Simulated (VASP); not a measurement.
**Rh: single point with PBE**

Crystal: Rh.

```
Rh
1.0
     2.68397    0.00000    0.00000
     1.34198    2.32438    0.00000
     1.34198    0.77479    2.19145
Rh
1
Direct
  0.00000 0.00000 0.00000
```

| Property | Result |
| --- | --- |
| Program | VASP 6.6.1 |
| Task | single point |
| Functional | PBE |
| Potentials or basis | VASP PAW PBE potentials, release 64 (Rh_pv) |
| Cutoff | 520 eV |
| k mesh | 13 × 13 × 13 |
| Occupations | fermi-dirac, width 0.1 eV |
| Spin | no spin polarisation |
| Dipole correction | no |
| Further INCAR settings | ALGO = Normal; EDIFF = 1e-06; NBANDS = 14 |

The pressure is 8.0 GPa.

Levels at points of the mesh, in eV from the Fermi level:
| k point | band 3 | band 4 | band 5 | band 6 | band 7 | band 8 | band 9 | band 10 | band 11 | band 12 |
| --- | --- | --- | --- | --- | --- | --- | --- | --- | --- | --- |
| (0.00, 0.00, 0.00) | -46.38 | -8.00 | -3.10 | -3.10 | -3.10 | -0.99 | -0.99 | 15.99 | 20.53 | 21.49 |

Wall time 20 s on 1 thread of AMD EPYC 7571 (shared host), peak memory 0.1 GiB.
